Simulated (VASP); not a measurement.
Input of a VASP 6.6.1 run:

The input INCAR:

```
SYSTEM = Hg
PREC     = Accurate       ! precision mode
ENCUT    = 520            ! plane-wave cutoff, eV
EDIFF    = 1E-6           ! SCF threshold, eV
ISMEAR   = 1              ! smearing method
SIGMA    = 0.3            ! smearing width, eV
LREAL    = .FALSE.        ! projectors in reciprocal space
LASPH    = .TRUE.         ! aspherical terms in the spheres
NELM     = 80             ! most SCF steps
ALGO     = Normal         ! electronic algorithm
ISIF     = 2              ! what is computed and relaxed
LWAVE    = .FALSE.        ! write WAVECAR
LCHARG   = .FALSE.        ! write CHGCAR
NBANDS   = 12             ! bands
```

The input KPOINTS:

```
Automatic mesh
0
G
  11 11 11
  0 0 0
```

POSCAR

```
Hg
1.0
    1.7463233735      1.0082402698      2.1478810803
   -1.7463233735      1.0082402698      2.1478810803
    0.0000000000     -2.0164805396      2.1478810803
Hg
1
Direct
    0.0000000000      1.0000000000      0.0000000000
```

Potentials or basis: VASP PAW LDA potentials, release 64 (Hg).

The run is started by

```console
$ cat potpaw_LDA.64/Hg/POTCAR > POTCAR
$ mpirun -np 1 vasp_std > vasp.out
```

**Question.** Predict the pressure.

**Answer.** 0.8 GPa.

**Question.** Predict the band gap on the k mesh.

**Answer.** Zero (bands 6 and 7 overlap by 2.76 eV).

Stress tensor (GPa, compression positive):
```
0.58 0.00 0.00
0.00 0.58 0.00
0.00 0.00 1.15
```

Caveat: so wide a smearing shifts energies and pressures; spin-orbit coupling is left out, which moves the levels of the heavy elements.
